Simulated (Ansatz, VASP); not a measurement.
**Two plane-wave programs on Ir**

```
CELL_PARAMETERS angstrom
0.00000 1.93575 1.93575
1.93575 0.00000 1.93575
1.93575 1.93575 0.00000
ATOMIC_POSITIONS crystal
Ir 0.00000 0.00000 0.00000
```

Alike in both runs: task relaxation of cell and atoms; functional PBE; k mesh 18 × 18 × 18; occupations fermi-dirac, width 0.05 eV; non-collinear spin, spin-orbit coupling.

|  | VASP | Ansatz |
| --- | --- | --- |
| version | VASP 6.6.1 | Ansatz 0.2.0 |
| potentials or method | VASP PAW PBE potentials, release 64 (Ir) | PAW with Ansatz's default frozen-core files, fully relativistic files with spin-orbit coupling |
| plane-wave cutoff (eV) | 500 | 420 |
| valence electrons in the cell | 9 | 17 |

|  | VASP | Ansatz | Ansatz less VASP |
| --- | --- | --- | --- |
| relaxed volume (Å³/atom) | 14.57 | 14.53 | -0.036 |
| relaxed length of the cell vector where the two differ most in proportion (Å) | 2.741 | 2.739 | -0.0023 |

VASP's potentials hold 9 valence electrons a cell and Ansatz's 17, so a difference there can come from the potentials and not from the codes.
